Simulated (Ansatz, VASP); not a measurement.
**One calculation of AlNi, two programs**

```
Al Ni
1.0
     2.02133   -2.02135    0.00000
     2.02133    2.02135    0.00000
     0.00000    0.00000    2.86941
Al Ni
1 1
Direct
  0.00000 0.00000 0.01307
  0.50000 0.50000 0.50000
```

Change from the starting cell: all Al atoms moved +0.037 Å, as atom 1 along Cartesian [0 0 1].

Alike in both runs: task single point; functional PBEsol; k mesh 20 × 20 × 20; occupations gaussian, width 0.15 eV; no spin polarisation.

```csv
,VASP,Ansatz
version,VASP 6.6.1,Ansatz 0.2.0
potentials or method,"VASP PAW PBE potentials, release 64 (Al, Ni), cutoff 520 eV","scalar-relativistic, plane waves, PAW"
valence electrons in the cell,13,21
```

|  | VASP | Ansatz | Ansatz less VASP |
| --- | --- | --- | --- |
| gap on the k mesh at the Fermi level (eV) | none | none | - |
| pressure (GPa) | 0.2 | 0.1 | -0.12 |
| traceless stress, the component that is largest in VASP (GPa) | -0.25 | -0.24 | +0.007 |
| rms of the force components (eV/Å) | 0.135 | 0.135 | -0.0009 |

VASP's potentials were made for PBE, not for PBEsol. Atom by atom the forces differ by 0.001 eV/Å (rms over components). A gap of «none» marks a metal or a gap that the smearing closes. With one functional, cell and mesh, what is left measures potentials, basis and numerics. VASP's potentials hold 13 valence electrons a cell and Ansatz's 21, so a difference there can come from the potentials and not from the codes. Ansatz's warnings: near symmetry operations not taken.
